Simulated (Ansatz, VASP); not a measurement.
Two plane-wave programs on Cu

Contents of INCAR:

```
SYSTEM = Cu
  ALGO = Fast
  EDIFF = 1E-6
  ENCUT = 520
  GGA = PE
  ISIF = 2
  ISMEAR = 0
  LASPH = .TRUE.
  LCHARG = .FALSE.
  LREAL = .FALSE.
  LWAVE = .FALSE.
  NBANDS = 12
  NELM = 60
  PREC = Accurate
  SIGMA = 0.15
```

The input KPOINTS:

```
k-points
0
G
  28 28 28
  0 0 0
```

Contents of POSCAR:

```
Cu
1.0
    0.0000000000      1.8511716104      1.8148741278
    1.8148741278      0.0000000000      1.8148741278
    1.8148741278      1.8511716104      0.0000000000
Cu
1
Direct
    0.0000000000      0.0000000000      0.0000000000
```

Input for Ansatz:

```yaml
crystal:
  lattice:
    - [0.0, 1.8511716104, 1.8148741278]
    - [1.8148741278, 0.0, 1.8148741278]
    - [1.8148741278, 1.8511716104, 0.0]
  atoms:
    - { symbol: Cu, position: [0.0, 0.0, 0.0] }
basis:
  ecutwfc: 420
kpoints:
  mp_grid: { grid: [28, 28, 28] }
hamiltonian:
  xc: pbe
scf:
  occupations: { method: gaussian, width: 0.15 }
output:
  forces: true
  stress: true
  eigenvalues: true
```

Change from the starting cell: strain +0.0200 x Voigt [0, 1, 0, 0, 0, 0], atoms carried along.

Alike in both runs: task single point; functional PBE; k mesh 28 × 28 × 28; occupations gaussian, width 0.15 eV; no spin polarisation.

|  | VASP | Ansatz |
| --- | --- | --- |
| version | VASP 6.6.1 | Ansatz 0.2.0 |
| potentials or method | VASP PAW PBE potentials, release 64 (Cu), cutoff 520 eV | scalar-relativistic, plane waves, PAW |
| valence electrons in the cell | 11 | 19 |

Ansatz gave:

| Property | Result |
| --- | --- |
| gap on the k mesh at the Fermi level (eV) | none |
| pressure (GPa) | -2.7 |
| traceless stress, the component that is largest in VASP (GPa) | -0.80 |

Question: Which values does VASP return?

Answer: gap on the k mesh at the Fermi level (eV): none; pressure (GPa): -2.0; traceless stress, the component that is largest in VASP (GPa): -0.79.

A gap of «none» marks a metal or a gap that the smearing closes. VASP's potentials hold 11 valence electrons a cell and Ansatz's 19, so a difference there can come from the potentials and not from the codes.
